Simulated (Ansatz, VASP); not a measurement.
**Si3N: VASP beside Ansatz**

```
CELL_PARAMETERS angstrom
3.83334 0.00000 0.00000
0.00000 5.42117 0.00000
0.00000 0.00000 22.48776
ATOMIC_POSITIONS crystal
Si 0.50000 0.00000 0.17787
Si 0.00000 0.25000 0.17787
Si 0.00000 0.50388 0.26087
Si 0.50000 0.74612 0.26087
Si 0.50000 0.00860 0.34186
Si 0.00000 0.24140 0.34186
N 0.00000 0.50860 0.50640
N 0.00000 0.50860 0.55531
```

Alike in both runs: task single point; functional PBE; dispersion D3(BJ); k mesh 7 × 5 × 1; occupations gaussian, width 0.05 eV; no spin polarisation.

|  | VASP | Ansatz |
| --- | --- | --- |
| version | VASP 6.6.1 | Ansatz 0.2.0 |
| potentials or method | VASP PAW PBE potentials, release 64 (Si, N), cutoff 520 eV | scalar-relativistic, plane waves, PAW |
| valence electrons in the cell | 34 | 34 |

```csv
,VASP,Ansatz,Ansatz less VASP
gap on the k mesh at the Fermi level (eV),none,none,-
rms of the force components (eV/Å),0.636,0.189,-0.4468
"work function, face that differs most (eV)",4.84,4.84,-0.002
```

Atom by atom the forces differ by 0.519 eV/Å (rms over components). A gap of «none» marks a metal or a gap that the smearing closes. One of these differences is far larger than is usual between the two programs; its cause wasn't traced.

Noted on VASP's run: the standard files for N, O and F lose accuracy on very short bonds.
